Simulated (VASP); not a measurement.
The system is Al2O3.

```
Al O
1.0
     2.38025    1.37424    4.33187
    -2.38025    1.37424    4.33187
     0.00000   -2.74848    4.33187
Al O
4 6
Direct
  0.85216 0.85216 0.85216
  0.64784 0.64784 0.64784
  0.14784 0.14784 0.14784
  0.35216 0.35216 0.35216
  0.05668 0.75000 0.44332
  0.75000 0.44332 0.05668
  0.44332 0.05668 0.75000
  0.94332 0.25000 0.55668
  0.25000 0.55668 0.94332
  0.55668 0.94332 0.25000
```

Base run:

```yaml
Program: VASP 6.6.1
Functional: b88 exchange, pbe correlation
Potentials_or_basis: VASP PAW PBE potentials, release 64 (Al, O)
Cutoff: 600 eV
k_mesh: 7 × 7 × 7
Occupations: fermi-dirac, width 0.05 eV
Spin: no spin polarisation
```

Its results: band gap on the k mesh 6.26 eV; pressure 6.7 GPa; largest force 0.035 eV/Å.

The run is repeated on the same cell with these changes: functional from b88 exchange, pbe correlation to PBEsol; cutoff from 600 eV to 520 eV. What comes out?

Band gap on the k mesh 6.12 eV; pressure 1.8 GPa; largest force 0.087 eV/Å.

Caveats: the PAW data sets were made with another functional, which shifts forces and pressure a little; the cell stands under pressure (at least some runs).

A k mesh can miss the band edges.
